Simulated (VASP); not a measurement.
# SrTiO3 in VASP: further runs, part 2 of 2

VASP 6.6.1. The steps go on from the part before.

**5. Relaxation of the atoms, PBE (11.43 Å³/atom)**

This run uses another cell than the first one, of 11.43 Å³/atom.

INCAR

```
SYSTEM = SrTiO3
PREC     = Accurate       ! precision mode
ENCUT    = 520            ! plane-wave cutoff, eV
EDIFF    = 1E-7           ! SCF threshold, eV
ISMEAR   = -1             ! smearing method
SIGMA    = 0.02           ! smearing width, eV
LREAL    = .False.        ! projectors in reciprocal space
LASPH    = .True.         ! aspherical terms in the spheres
NELM     = 120            ! most SCF steps
ALGO     = Normal         ! electronic algorithm
ISIF     = 2              ! what is computed and relaxed
LWAVE    = .False.        ! write WAVECAR
LCHARG   = .False.        ! write CHGCAR
GGA      = PE             ! functional
IBRION   = 2              ! ionic algorithm
NSW      = 80             ! ionic steps
EDIFFG   = -0.02          ! ionic threshold
GGA_COMPAT= .False.      
NELMIN   = 4
```

KPOINTS

```
Automatic mesh
0
Gamma
  8 8 8
  0 0 0
```

POSCAR

```
SrTiO3
1.0
    3.8522232601      0.0000000000      0.0000000000
    0.0000000000      3.8522232601      0.0000000000
    0.0000000000      0.0000000000      3.8522232601
Sr Ti O
1 1 3
Direct
    0.0000000000      0.0000000000      0.0000000000
    0.5000000000      0.5000000000      0.5000000000
    0.0000000000      0.5000000000      0.5000000000
    0.5000000000      0.0000000000      0.5000000000
    0.5000000000      0.5000000000      0.0000000000
```

Potentials or basis: VASP PAW PBE potentials, release 64 (Sr_sv, Ti_sv, O).

The run is started by

```console
$ cat potpaw_PBE.64/Sr_sv/POTCAR potpaw_PBE.64/Ti_sv/POTCAR potpaw_PBE.64/O/POTCAR > POTCAR
$ mpirun -np 1 vasp_std > vasp.out
```

OUTCAR:

```text
SYSTEM = SrTiO3
   PREC = Accurate
   ENCUT = 520
   EDIFF = 1E-7
   ISMEAR = -1
   LREAL = .False.
   LASPH = .True.
   NELM = 120
   ISIF = 2
   GGA = PE
   IBRION = 2
   NSW = 80
   EDIFFG = -0.02
   NELMIN = 4

 ion  position               nearest neighbor table
   1  0.000  0.000  0.000-   3 2.72   4 2.72   5 2.72   3 2.72   4 2.72   3 2.72   5 2.72   3 2.72
                             4 2.72   5 2.72   4 2.72   5 2.72   2 3.34   2 3.34   2 3.34   2 3.34
   2  0.500  0.500  0.500-   3 1.93   4 1.93   5 1.93   5 1.93   4 1.93   3 1.93   1 3.34   1 3.34
                             1 3.34   1 3.34   1 3.34   1 3.34   1 3.34   1 3.34
   3  0.000  0.500  0.500-   2 1.93   2 1.93   1 2.72   1 2.72   1 2.72   1 2.72
   4  0.500  0.000  0.500-   2 1.93   2 1.93   1 2.72   1 2.72   1 2.72   1 2.72
   5  0.500  0.500  0.000-   2 1.93   2 1.93   1 2.72   1 2.72   1 2.72   1 2.72

  LATTYP: Found a simple cubic cell.
 ALAT       =     3.8522232601

  Lattice vectors:

 A1 = (   3.8522232601,   0.0000000000,   0.0000000000)
 A2 = (   0.0000000000,   3.8522232601,   0.0000000000)
 A3 = (   0.0000000000,   0.0000000000,   3.8522232601)

[... 184 lines left out ...]
 cond. band min:       6.4364731694   @ k =   0.0000   0.0000   0.0000
 fundamental gap:      1.9301418745
 Fermi energy:         5.0814587497

 k-point     1 :       0.0000    0.0000    0.0000
  band No.  band energies     occupation
      1     -51.7880      2.00000
      2     -28.1612      2.00000
      3     -28.0628      2.00000
      4     -28.0628      2.00000
      5     -28.0628      2.00000
      6     -13.0717      2.00000
[... 637 lines left out ...]
     23       8.8836      0.00000
     24      10.6470      0.00000

 [... further k-points ...]

------------------------ aborting loop because EDIFF is reached ----------------------------------------

  FORCE on cell =-STRESS in cart. coord.  units (eV):
  Direction    XX          YY          ZZ          XY          YZ          ZX
  --------------------------------------------------------------------------------------
  -------------------------------------------------------------------------------------
  Total        4.8117314      4.8117314      4.8117314      0.0000000     -0.0000000      0.0000000
  in kB      134.8582783    134.8582783    134.8582783      0.0000000     -0.0000000      0.0000000
  external PRESSURE =     134.8582783 kB  Pullay stress =       0.0000000 kB

 VOLUME and BASIS-vectors are now :
 -----------------------------------------------------------------------------
  energy-cutoff  :      520.00
  volume of cell :       57.17
      direct lattice vectors                 reciprocal lattice vectors
     3.852223260  0.000000000  0.000000000     0.259590354  0.000000000  0.000000000
     0.000000000  3.852223260  0.000000000     0.000000000  0.259590354  0.000000000
     0.000000000  0.000000000  3.852223260     0.000000000  0.000000000  0.259590354

 POSITION                                       TOTAL-FORCE (eV/Angst)
 -----------------------------------------------------------------------------------
      0.00000      0.00000      0.00000         0.000000      0.000000      0.000000
      1.92611      1.92611      1.92611         0.000000      0.000000      0.000000
      0.00000      1.92611      1.92611         0.000000      0.000000      0.000000
      1.92611      0.00000      1.92611         0.000000      0.000000      0.000000
      1.92611      1.92611      0.00000         0.000000      0.000000      0.000000
 -----------------------------------------------------------------------------------
    total drift:                                0.000000      0.000000     -0.000000

  FREE ENERGIE OF THE ION-ELECTRON SYSTEM (eV)
  ---------------------------------------------------
  free  energy   TOTEN  =       -39.9385801607 eV

  energy  without entropy=      -39.9385801607  energy(sigma->0) =      -39.93858016

 reached required accuracy - stopping structural energy minimisation
```

OSZICAR:

```text
N       E                     dE             d eps       ncg     rms          rms(c)
DAV:   1     0.459742062437E+03    0.45974E+03   -0.21944E+04  1680   0.187E+03
DAV:   2    -0.397508665015E+01   -0.46372E+03   -0.45644E+03  2048   0.510E+02
DAV:   3    -0.481450561637E+02   -0.44170E+02   -0.43750E+02  2480   0.150E+02
DAV:   4    -0.499958602381E+02   -0.18508E+01   -0.18500E+01  2392   0.278E+01
DAV:   5    -0.500481273485E+02   -0.52267E-01   -0.52265E-01  2320   0.377E+00    0.283E+01
DAV:   6    -0.398600767677E+02    0.10188E+02   -0.63909E+01  2480   0.771E+01    0.172E+01
DAV:   7    -0.399662305880E+02   -0.10615E+00   -0.78357E+00  2000   0.221E+01    0.113E+01
DAV:   8    -0.400254946985E+02   -0.59264E-01   -0.17474E+00  2160   0.148E+01    0.291E+00
DAV:   9    -0.399414613843E+02    0.84033E-01   -0.44067E-01  2056   0.711E+00    0.895E-01
DAV:  10    -0.399464458517E+02   -0.49845E-02   -0.13146E-01  2240   0.266E+00    0.787E-01
DAV:  11    -0.399386682040E+02    0.77776E-02   -0.62551E-02  2416   0.199E+00    0.164E-01
DAV:  12    -0.399385647980E+02    0.10341E-03   -0.25664E-03  2096   0.570E-01    0.620E-02
DAV:  13    -0.399385742529E+02   -0.94548E-05   -0.22434E-04  2424   0.171E-01    0.319E-02
DAV:  14    -0.399385810932E+02   -0.68404E-05   -0.74872E-05  2240   0.817E-02    0.129E-02
DAV:  15    -0.399385800431E+02    0.10501E-05   -0.19898E-05  2184   0.470E-02    0.695E-03
DAV:  16    -0.399385805060E+02   -0.46297E-06   -0.33942E-06  2184   0.186E-02    0.410E-03
DAV:  17    -0.399385802020E+02    0.30403E-06   -0.42239E-07  1832   0.728E-03    0.104E-03
DAV:  18    -0.399385801607E+02    0.41282E-07   -0.38249E-08   992   0.219E-03
   1 F= -.39938580E+02 E0= -.39938580E+02  d E =-.399386E+02
```

CONTCAR:

```text
SrTiO3
   1.00000000000000
     3.8522232601000002    0.0000000000000000    0.0000000000000000
     0.0000000000000000    3.8522232601000002    0.0000000000000000
     0.0000000000000000    0.0000000000000000    3.8522232601000002
  Sr              Ti              O
     1     1     3
Direct
     0.0000000000000000    0.0000000000000000    0.0000000000000000
     0.5000000000000000    0.5000000000000000    0.5000000000000000
     0.0000000000000000    0.5000000000000000    0.5000000000000000
     0.5000000000000000    0.0000000000000000    0.5000000000000000
     0.5000000000000000    0.5000000000000000    0.0000000000000000

  0.00000000E+00  0.00000000E+00  0.00000000E+00
  0.00000000E+00  0.00000000E+00  0.00000000E+00
  0.00000000E+00  0.00000000E+00  0.00000000E+00
  0.00000000E+00  0.00000000E+00  0.00000000E+00
  0.00000000E+00  0.00000000E+00  0.00000000E+00
```

Wall time 85 s (1 thread of Intel Xeon 8259CL, shared host); peak memory 0.2 GiB.

Results:

| Quantity | Value |
| --- | --- |
| Free energy | -39.9386 eV |
| Pressure after relaxing | 13.5 GPa |
| Band gap on the k mesh | 1.93 eV (least direct gap 2.26 eV) |

Final structure:
```
Sr Ti O
1.0
     3.85222    0.00000    0.00000
     0.00000    3.85222    0.00000
     0.00000    0.00000    3.85222
Sr Ti O
1 1 3
Direct
  0.00000 0.00000 0.00000
  0.50000 0.50000 0.50000
  0.00000 0.50000 0.50000
  0.50000 0.00000 0.50000
  0.50000 0.50000 0.00000
```

Levels at points of the mesh, in eV from the valence-band top:
```csv
k point,band 16,band 17,band 18,band 19,band 20,band 21,band 22,band 23,band 24
"(0.00, 0.00, 0.00)",-1.24,-1.24,-0.33,-0.33,-0.33,1.93,1.93,1.93,4.60
"(0.50, 0.00, 0.00)",-2.45,-2.45,-2.12,-0.72,-0.72,2.12,4.00,4.00,4.63
"(0.50, 0.50, 0.00)",-3.01,-1.69,-1.61,-1.61,-0.10,4.01,4.01,4.47,5.66
"(0.50, 0.50, 0.50)",-3.85,-3.85,0.00,0.00,0.00,4.73,4.73,4.73,7.11
```

Caveat: the relaxation stopped at its first step, so nothing moved.

**6. Relaxation of the atoms, PBE (z stretched by -2 %)**

INCAR

```
  PREC = Accurate
  ENCUT = 520
  EDIFF = 1E-7
  ISMEAR = -1
  SIGMA = 0.02
  LREAL = F
  LASPH = T
  NELM = 120
  ALGO = Normal
  ISIF = 2
  LWAVE = F
  LCHARG = F
  GGA = PE
  IBRION = 2
  NSW = 80
  EDIFFG = -0.02
  GGA_COMPAT = F
  NELMIN = 4
```

KPOINTS

```
regular mesh
0
Gamma
  8 8 8
```

Edit POSCAR of step 5 so:

```diff
@@ -2,5 +2,5 @@
 1.0
-    3.8522232601      0.0000000000      0.0000000000
-    0.0000000000      3.8522232601      0.0000000000
-    0.0000000000      0.0000000000      3.8522232601
+    3.9050000000      0.0000000000      0.0000000000
+    0.0000000000      3.9050000000      0.0000000000
+    0.0000000000      0.0000000000      3.8269000000
 Sr Ti O
```

Potentials or basis: VASP PAW PBE potentials, release 64 (Sr_sv, Ti_sv, O).

The run is started by

```console
$ cat potpaw_PBE.64/Sr_sv/POTCAR potpaw_PBE.64/Ti_sv/POTCAR potpaw_PBE.64/O/POTCAR > POTCAR
$ mpirun -np 1 vasp_std > vasp.out
```

OUTCAR:

```text
PREC = Accurate
   ENCUT = 520
   EDIFF = 1E-7
   ISMEAR = -1
   LREAL = F
   LASPH = T
   NELM = 120
   ISIF = 2
   GGA = PE
   IBRION = 2
   NSW = 80
   EDIFFG = -0.02
   NELMIN = 4

 ion  position               nearest neighbor table
   1  0.000  0.000  0.000-   3 2.73   4 2.73   3 2.73   4 2.73   3 2.73   3 2.73   4 2.73   4 2.73
                             5 2.76   5 2.76   5 2.76   5 2.76   2 3.36   2 3.36   2 3.36   2 3.36
   2  0.500  0.500  0.500-   5 1.91   5 1.91   3 1.95   4 1.95   4 1.95   3 1.95   1 3.36   1 3.36
                             1 3.36   1 3.36   1 3.36   1 3.36   1 3.36   1 3.36
   3  0.000  0.500  0.500-   2 1.95   2 1.95   1 2.73   1 2.73   1 2.73   1 2.73
   4  0.500  0.000  0.500-   2 1.95   2 1.95   1 2.73   1 2.73   1 2.73   1 2.73
   5  0.500  0.500  0.000-   2 1.91   2 1.91   1 2.76   1 2.76   1 2.76   1 2.76

  LATTYP: Found a simple tetragonal cell.
 ALAT       =     3.9050000000
 C/A-ratio  =     0.9800000000

  Lattice vectors:

 A1 = (   3.9050000000,   0.0000000000,   0.0000000000)
 A2 = (   0.0000000000,   3.9050000000,   0.0000000000)
[... 186 lines left out ...]
 cond. band min:       6.2016502791   @ k =   0.0000   0.0000   0.0000
 fundamental gap:      1.8555671139
 Fermi energy:         4.7838236712

 k-point     1 :       0.0000    0.0000    0.0000
  band No.  band energies     occupation
      1     -52.0465      2.00000
      2     -28.3957      2.00000
      3     -28.3208      2.00000
      4     -28.3003      2.00000
      5     -28.3003      2.00000
      6     -13.1780      2.00000
[... 637 lines left out ...]
     23       8.1937      0.00000
     24       9.5612      0.00000

 [... further k-points ...]

------------------------ aborting loop because EDIFF is reached ----------------------------------------

  FORCE on cell =-STRESS in cart. coord.  units (eV):
  Direction    XX          YY          ZZ          XY          YZ          ZX
  --------------------------------------------------------------------------------------
  -------------------------------------------------------------------------------------
  Total        2.6506059      2.6506059      4.6727106      0.0000000     -0.0000000      0.0000000
  in kB       72.7723743     72.7723743    128.2892538      0.0000000     -0.0000000      0.0000000
  external PRESSURE =      91.2780008 kB  Pullay stress =       0.0000000 kB

 VOLUME and BASIS-vectors are now :
 -----------------------------------------------------------------------------
  energy-cutoff  :      520.00
  volume of cell :       58.36
      direct lattice vectors                 reciprocal lattice vectors
     3.905000000  0.000000000  0.000000000     0.256081946  0.000000000  0.000000000
     0.000000000  3.905000000  0.000000000     0.000000000  0.256081946  0.000000000
     0.000000000  0.000000000  3.826900000     0.000000000  0.000000000  0.261308108

 POSITION                                       TOTAL-FORCE (eV/Angst)
 -----------------------------------------------------------------------------------
      0.00000      0.00000      0.00000         0.000000      0.000000      0.000000
      1.95250      1.95250      1.91345         0.000000      0.000000      0.000000
      0.00000      1.95250      1.91345         0.000000      0.000000      0.000000
      1.95250      0.00000      1.91345         0.000000      0.000000      0.000000
      1.95250      1.95250      0.00000         0.000000      0.000000      0.000000
 -----------------------------------------------------------------------------------
    total drift:                                0.000000      0.000000     -0.000000

  FREE ENERGIE OF THE ION-ELECTRON SYSTEM (eV)
  ---------------------------------------------------
  free  energy   TOTEN  =       -40.0099225298 eV

  energy  without entropy=      -40.0099225298  energy(sigma->0) =      -40.00992253

 reached required accuracy - stopping structural energy minimisation
```

It took 48 s on 1 thread of AMD EPYC 9R45 (Zen 5), shared host; peak memory 0.22 GiB.

What came out:

| Item | Value |
| --- | --- |
| Free energy | -40.0099 eV |
| Pressure after relaxing | 9.1 GPa |
| Band gap on the k mesh | 1.86 eV (least direct gap 2.20 eV) |

Final structure:
```cif
data_structure
_symmetry_space_group_name_H-M 'P 1'
_symmetry_Int_Tables_number 1
_cell_length_a 3.9050
_cell_length_b 3.9050
_cell_length_c 3.8269
_cell_angle_alpha 90.000
_cell_angle_beta 90.000
_cell_angle_gamma 90.000
_cell_volume 58.36
loop_
_atom_site_label
_atom_site_type_symbol
_atom_site_fract_x
_atom_site_fract_y
_atom_site_fract_z
_atom_site_occupancy
Sr1 Sr 0.00000 0.00000 0.00000 1
Ti1 Ti 0.50000 0.50000 0.50000 1
O1 O 0.00000 0.50000 0.50000 1
O2 O 0.50000 0.00000 0.50000 1
O3 O 0.50000 0.50000 0.00000 1
```

Caveat: the cell differs from its parent crystal (z stretched by -2 %); the relaxation stopped at its first step, so nothing moved. A k mesh can miss the band edges.

**7. Overview**

| cell | gap on the mesh (eV) | pressure (GPa) |
| --- | --- | --- |
| atoms relaxed from a = 3.879 Å, 5 atoms | 1.89 | 9.0 |
| atoms relaxed from a = 3.905 Å, 5 atoms | 1.86 | 5.0 |
| atoms relaxed from a = 3.825 Å, 5 atoms | 1.97 | 18.5 |
| atoms relaxed from a = 3.852 Å, 5 atoms | 1.93 | 13.5 |
| atoms relaxed from a = 3.905, b = 3.905, c = 3.827 Å, 5 atoms | 1.86 | 9.1 |

Alike in all rows: task relaxation of the atoms; level PBE; potentials or basis VASP PAW PBE potentials, release 64 (Sr_sv, Ti_sv, O); no spin polarisation; k mesh 8 × 8 × 8; cutoff (eV) 520; smearing fermi-dirac 0.02 eV.

Caveats: the relaxation stopped at its first step, so nothing moved.

Total energies depend on the potentials used, so only differences within one code and one set of settings carry meaning.
